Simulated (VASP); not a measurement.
# TiTe2 (P-3m1) in VASP: single point with PBEsol

Aim: the single point of TiTe2 with PBEsol.

All numbers are computed with VASP 6.6.1; they aren't measurements. Logs are shortened: lines on timing, memory, paths and dates and some standing lists are left out, and cuts for length are marked.

## (1) The cell of the first run

Symmetry: P-3m1, No. 164, trigonal system. Conventional cell: a = 3.699 Å, b = 3.699 Å, c = 6.437 Å, α = 90.00°, β = 90.00°, γ = 120.00°. Within 3.6 Å of Ti (site symmetry -3m) lie 6 Te at 2.74 Å. Te (site symmetry 3m) has 3 Ti at 2.74 Å within 3.6 Å.

## (2) Single point, PBEsol

INCAR

```
SYSTEM = TiTe2
PREC = Accurate ; ENCUT = 520
EDIFF = 1E-6 ; ISMEAR = 0
SIGMA = 0.1 ; LREAL = .False.
LASPH = .True. ; NELM = 80
ALGO = Normal ; ISIF = 2
LWAVE = .False. ; LCHARG = .True.
GGA = PS ; LELF = .True.
LVHAR = .True. ; NBANDS = 19
```

KPOINTS

```
Automatic mesh
0
Gamma
  12 12 8
  0 0 0
```

POSCAR

```
TiTe2
1.0
    3.6985603455      0.0000000000      0.0000000000
   -1.8492801728      3.2030472167      0.0000000000
    0.0000000000      0.0000000000      6.4368976751
Ti Te
1 2
Direct
    0.0000000000      0.0000000000      0.0000000000
    0.6666666667      0.3333333333      0.2674044719
    0.3333333333      0.6666666667      0.7325955281
```

Potentials or basis: VASP PAW PBE potentials, release 64 (Ti_sv, Te).

Run with:

```console
$ cat potpaw_PBE.64/Ti_sv/POTCAR potpaw_PBE.64/Te/POTCAR > POTCAR
$ mpirun -np 1 vasp_std > vasp.out
```

OUTCAR:

```text
SYSTEM = TiTe2
   PREC = Accurate
   ENCUT = 520
   EDIFF = 1E-6
   ISMEAR = 0
   LREAL = .False.
   LASPH = .True.
   NELM = 80
   ISIF = 2
   GGA = PS

 ion  position               nearest neighbor table
   1  0.000  0.000  0.000-   2 2.74   3 2.74   2 2.74   3 2.74   2 2.74   3 2.74
   2  0.667  0.333  0.267-   1 2.74   1 2.74   1 2.74   3 3.68   3 3.68   3 3.68
   3  0.333  0.667  0.733-   1 2.74   1 2.74   1 2.74   2 3.68   2 3.68   2 3.68

  LATTYP: Found a hexagonal cell.
 ALAT       =     3.6985603455
 C/A-ratio  =     1.7403792486

  Lattice vectors:

 A1 = (   3.6985603455,   0.0000000000,   0.0000000000)
 A2 = (  -1.8492801728,   3.2030472167,   0.0000000000)
 A3 = (   0.0000000000,   0.0000000000,   6.4368976751)

Analysis of symmetry for initial positions (statically):
=====================================================================
 Subroutine PRICEL returns:
 Original cell was already a primitive cell.

 Routine SETGRP: Setting up the symmetry group for a
 hexagonal supercell.

 Subroutine GETGRP returns: Found 12 space group operations
 (whereof 12 operations were pure point group operations)
 out of a pool of 24 trial point group operations.

The static configuration has the point symmetry D_3d.

Analysis of symmetry for dynamics (positions and initial velocities):
=====================================================================
 Subroutine PRICEL returns:
 Original cell was already a primitive cell.

 Routine SETGRP: Setting up the symmetry group for a
 hexagonal supercell.

 Subroutine GETGRP returns: Found 12 space group operations
 (whereof 12 operations were pure point group operations)
 out of a pool of 24 trial point group operations.

The dynamic configuration has the point symmetry D_3d.

 Subroutine INISYM returns: Found 12 space group operations
 (whereof 12 operations are pure point group operations),
 and found     1 'primitive' translations

----------------------------------------------------------------------------------------

                                     Primitive cell

  volume of cell :      76.2558

  direct lattice vectors                    reciprocal lattice vectors
     3.698560345  0.000000000  0.000000000     0.270375472  0.156101352  0.000000000
    -1.849280173  3.203047217  0.000000000     0.000000000  0.312202703  0.000000000
     0.000000000  0.000000000  6.436897675     0.000000000  0.000000000  0.155354342

  length of vectors
     3.698560345  3.698560346  6.436897675     0.312202703  0.312202703  0.155354342

  position of ions in fractional coordinates (direct lattice)
     0.000000000  0.000000000  0.000000000
     0.666666667  0.333333333  0.267404472
     0.333333333  0.666666667  0.732595528

  ion indices of the primitive-cell ions
   primitive index   ion index
                 1           1
                 2           2
                 3           3

----------------------------------------------------------------------------------------

 KPOINTS: Automatic mesh

Automatic generation of k-mesh.
 Grid dimensions read from file:
 generate k-points for:   12   12    8

 Generating k-lattice:

  Cartesian coordinates                     Fractional coordinates (reciprocal lattice)
     0.022531289  0.013008446  0.000000000     0.083333333 -0.000000000  0.000000000
     0.000000000  0.026016892  0.000000000     0.000000000  0.083333333  0.000000000
     0.000000000  0.000000000  0.019419293     0.000000000  0.000000000  0.125000000

  Length of vectors
     0.026016892  0.026016892  0.019419293

  Shift w.r.t. Gamma in fractional coordinates (k-lattice)
     0.000000000  0.000000000  0.000000000

 Subroutine IBZKPT returns following result:
 ===========================================

 Found    131 irreducible k-points:

 Following reciprocal coordinates:
            Coordinates               Weight
  0.000000  0.000000  0.000000      1.000000
  0.083333  0.000000  0.000000      6.000000
  0.166667  0.000000  0.000000      6.000000
  0.250000  0.000000  0.000000      6.000000
  0.333333 -0.000000  0.000000      6.000000
  0.416667  0.000000  0.000000      6.000000
[... 16 lines left out ...]
  0.166667  0.000000  0.125000      6.000000
  0.000000  0.166667  0.125000      6.000000
 [... further k-points ...]
   k-points           NKPTS =    131   k-points in BZ     NKDIM =    131   number of bands    NBANDS=     19
   number of dos      NEDOS =    301   number of ions     NIONS =      3
   total plane-waves  NPLWV =  37632
   dimension x,y,z NGX =    28 NGY =   28 NGZ =   48
   dimension x,y,z NGXF=    56 NGYF=   56 NGZF=   96
   ions per type =               1   2
   NGX,Y,Z   is equivalent  to a cutoff of  12.59, 12.59, 12.40 a.u.
   NGXF,Y,Z  is equivalent  to a cutoff of  25.17, 25.17, 24.79 a.u.
 SYSTEM =  TiTe2
   PREC   = accura    normal or accurate (medium, high low for compatibility)
   ISTART =      0    job   : 0-new  1-cont  2-samecut
   ICHARG =      2    charge: 1-file 2-atom 10-const
   ISPIN  =      1    spin polarized calculation?
   LNONCOLLINEAR =      F non collinear calculations
   LSORBIT =      F    spin-orbit coupling
   LASPH  =      T    aspherical Exc in radial PAW
   ENCUT  =  520.0 eV  38.22 Ry    6.18 a.u.   6.88  6.88 11.97*2*pi/ulx,y,z
   NELM   =     80;   NELMIN=  2; NELMDL= -5     # of ELM steps
   EDIFF  = 0.1E-05   stopping-criterion for ELM
   LREAL  =      F    real-space projection
   EDIFFG = 0.1E-04   stopping-criterion for IOM
   NSW    =      0    number of steps for IOM
   IBRION =     -1    ionic relax: 0-MD 1-quasi-New 2-CG
   NFREE  =      0    steps in history (QN), initial steepest desc. (CG)
   ISIF   =      2    stress and relaxation
   ISYM   =      2    0-nonsym 1-usesym 2-fastsym
   POTIM  = 0.5000    time-step for ionic-motion
   TEBEG  =    0.0;   TEEND  =   0.0 temperature during run
   PSTRESS=    0.0 pullay stress
   NELECT =      24.0000    total number of electrons
   NUPDOWN=      -1.0000    fix difference up-down
   EMIN   =  10.00;   EMAX   =-10.00  energy-range for DOS
   EFERMI =   0.00;   METHOD = LEGACY
   ISMEAR =     0;   SIGMA  =   0.10  broadening in eV -4-tet -1-fermi 0-gaus
   EFERMI_NEDOS =   21; number of points for ismear=-14 and -15
   IALGO  =     38    algorithm
   IMIX   =      4    mixing-type and parameters
     AMIX     =   0.40;   BMIX     =  1.00
     AMIX_MAG =   1.60;   BMIX_MAG =  1.00
  volume/ion in A,a.u.               =      25.42       171.53
  Fermi-wavevector in a.u.,A,eV,Ry     =   1.113579  2.104359 16.872015  1.240058
  Thomas-Fermi vector in A             =   2.250165
   LORBIT       =      0    0 simple, 1 ext, 2 COOP (PROOUT), +10 PAW based schemes
   GGA     = PS    functional components
   LHFCALC =     F    Hartree Fock is set to
   AEXX    =    0.0000 exact exchange contribution
   IVDW    =     0    specifies the selected vdW correction
   LEPSILON=     F    determine dielectric tensor
   LRPA    =     F    only Hartree local field effects (RPA)
 non-spin polarized calculation
 Gauss-broadening in eV      SIGMA  =   0.10
  energy-cutoff  :      520.00
  volume of cell :       76.26
 maximum number of plane-waves:      2082
   NGX = 13   NGY = 13   NGZ = 23

 number of electron      24.0000001 magnetization

 Free energy of the ion-electron system (eV)
  ---------------------------------------------------
  ext. energy  EPLUGINS =         0.00000000
  ---------------------------------------------------
  free energy    TOTEN  =       -17.54328220 eV

  energy without entropy =      -17.53732382  energy(sigma->0) =      -17.54030301

 E-fermi :   7.3248     XC(G=0): -10.2538

 val. band max:        7.3205250559   @ k =   0.3333  -0.0000   0.5000
 cond. band min:       7.3272685274   @ k =   0.0000   0.4167   0.2500
 fundamental gap:      0.0067434714
 Fermi energy:         7.3247903066

 k-point     1 :       0.0000    0.0000    0.0000
  band No.  band energies     occupation
      1     -49.8008      2.00000
      2     -26.1666      2.00000
      3     -26.1666      2.00000
      4     -26.1345      2.00000
      5      -5.3972      2.00000
      6      -3.7682      2.00000
[... 11 lines left out ...]
     18      12.5656      0.00000
     19      13.5141      0.00000

 k-point     2 :       0.0833    0.0000    0.0000
  band No.  band energies     occupation
      1     -49.8005      2.00000
      2     -26.1703      2.00000
      3     -26.1674      2.00000
      4     -26.1336      2.00000
      5      -5.3133      2.00000
      6      -3.7224      2.00000
[... 11 lines left out ...]
     18      13.1519      0.00000
     19      13.9189      0.00000

 k-point     3 :       0.1667    0.0000    0.0000
  band No.  band energies     occupation
      1     -49.7998      2.00000
      2     -26.1804      2.00000
      3     -26.1697      2.00000
      4     -26.1312      2.00000
      5      -5.0680      2.00000
      6      -3.5935      2.00000
[... 11 lines left out ...]
     18      13.5240      0.00000
     19      14.4341      0.00000

 k-point     4 :       0.2500    0.0000    0.0000
  band No.  band energies     occupation
      1     -49.7987      2.00000
      2     -26.1941      2.00000
      3     -26.1729      2.00000
      4     -26.1280      2.00000
      5      -4.6834      2.00000
      6      -3.4108      2.00000
[... 11 lines left out ...]
     18      13.1440      0.00000
     19      13.8774      0.00000

 k-point     5 :       0.3333   -0.0000    0.0000
  band No.  band energies     occupation
      1     -49.7977      2.00000
      2     -26.2078      2.00000
      3     -26.1760      2.00000
      4     -26.1247      2.00000
      5      -4.2051      2.00000
      6      -3.2337      2.00000
[... 11 lines left out ...]
     18      12.9175      0.00000
     19      13.2066      0.00000
[... 334 lines left out ...]
      2     -26.1703      2.00000
      3     -26.1674      2.00000
      4     -26.1336      2.00000
      5      -5.2696      2.00000
      6      -3.8113      2.00000
[... 11 lines left out ...]
     18      13.1710      0.00000
     19      14.2026      0.00000

 k-point    22 :       0.0000    0.0833    0.1250
  band No.  band energies     occupation
      1     -49.8005      2.00000
      2     -26.1703      2.00000
      3     -26.1674      2.00000
      4     -26.1336      2.00000
      5      -5.2691      2.00000
      6      -3.8125      2.00000
[... 11 lines left out ...]
     18      13.1917      0.00000
     19      14.1884      0.00000

 k-point    23 :       0.1667    0.0000    0.1250
  band No.  band energies     occupation
      1     -49.7998      2.00000
      2     -26.1804      2.00000
      3     -26.1698      2.00000
      4     -26.1313      2.00000
      5      -5.0286      2.00000
      6      -3.6688      2.00000
[... 11 lines left out ...]
     18      13.3435      0.00000
     19      14.1838      0.00000

 k-point    24 :       0.0000    0.1667    0.1250
  band No.  band energies     occupation
      1     -49.7998      2.00000
      2     -26.1804      2.00000
      3     -26.1698      2.00000
      4     -26.1313      2.00000
      5      -5.0239      2.00000
      6      -3.6787      2.00000
[... 11 lines left out ...]
     18      13.7149      0.00000
     19      14.3639      0.00000

 [... further k-points ...]
[... 5 lines left out ...]
  --------------------------------------------------------------------------------------
  -------------------------------------------------------------------------------------
  Total       -0.0040617     -0.0040617      0.0437242      0.0000000     -0.0000000     -0.0000000
  in kB       -0.0853386     -0.0853386      0.9186704      0.0000000     -0.0000000     -0.0000000
  external PRESSURE =       0.2493311 kB  Pullay stress =       0.0000000 kB

 VOLUME and BASIS-vectors are now :
 -----------------------------------------------------------------------------
  energy-cutoff  :      520.00
  volume of cell :       76.26
      direct lattice vectors                 reciprocal lattice vectors
     3.698560345  0.000000000  0.000000000     0.270375472  0.156101352  0.000000000
    -1.849280173  3.203047217  0.000000000     0.000000000  0.312202703  0.000000000
     0.000000000  0.000000000  6.436897675     0.000000000  0.000000000  0.155354342

 POSITION                                       TOTAL-FORCE (eV/Angst)
 -----------------------------------------------------------------------------------
      0.00000      0.00000      0.00000         0.000000      0.000000      0.000000
      1.84928      1.06768      1.72126        -0.000000      0.000000      0.021213
     -0.00000      2.13536      4.71564        -0.000000     -0.000000     -0.021213
 -----------------------------------------------------------------------------------
    total drift:                               -0.000000     -0.000000      0.000000

  FREE ENERGIE OF THE ION-ELECTRON SYSTEM (eV)
  ---------------------------------------------------
  free  energy   TOTEN  =       -17.5432822028 eV

  energy  without entropy=      -17.5373238229  energy(sigma->0) =      -17.54030301
```

Run time: 1.8 min. Hardware: 1 thread of Intel Xeon Platinum 8375C at 2.90GHz (Ice Lake), shared host; peak memory 0.32 GiB.

Results:

- Free energy: -17.5433 eV
- Pressure: 0.0 GPa
- Largest force: 0.021 eV/Å
- Band gap on the k mesh: zero (band 12 reaches 7.76 eV, above the bottom of band 13 at 6.92 eV)

Forces in eV/Å, atoms in the order of the input:
```
Ti   0.000  0.000  0.000
Te   0.000  0.000  0.021
Te   0.000  0.000 -0.021
```

Stress tensor (GPa, compression positive):
```
-0.01  0.00  0.00
 0.00 -0.01  0.00
 0.00  0.00  0.09
```

Levels at points of the mesh, in eV from the Fermi level:
| k point | band 10 | band 11 | band 12 | band 13 | band 14 | band 15 |
| --- | --- | --- | --- | --- | --- | --- |
| (0.00, 0.00, 0.00) | 0.24 | 0.44 | 0.44 | 0.63 | 1.29 | 1.29 |
| (0.50, 0.00, 0.00) | -2.52 | -1.73 | -1.11 | -0.04 | 1.27 | 1.63 |
| (0.00, 0.00, 0.50) | -1.53 | 0.42 | 0.42 | 0.91 | 0.91 | 1.07 |
| (0.50, 0.00, 0.50) | -2.06 | -0.97 | -0.48 | -0.40 | 1.27 | 1.62 |

Caveat: the PAW data sets were made with another functional, which shifts forces and pressure a little; spin-orbit coupling is left out, which moves the levels of the heavy elements; this functional lacks dispersion, which binds the layers, so the pressure and a relaxed spacing across them are unreliable.
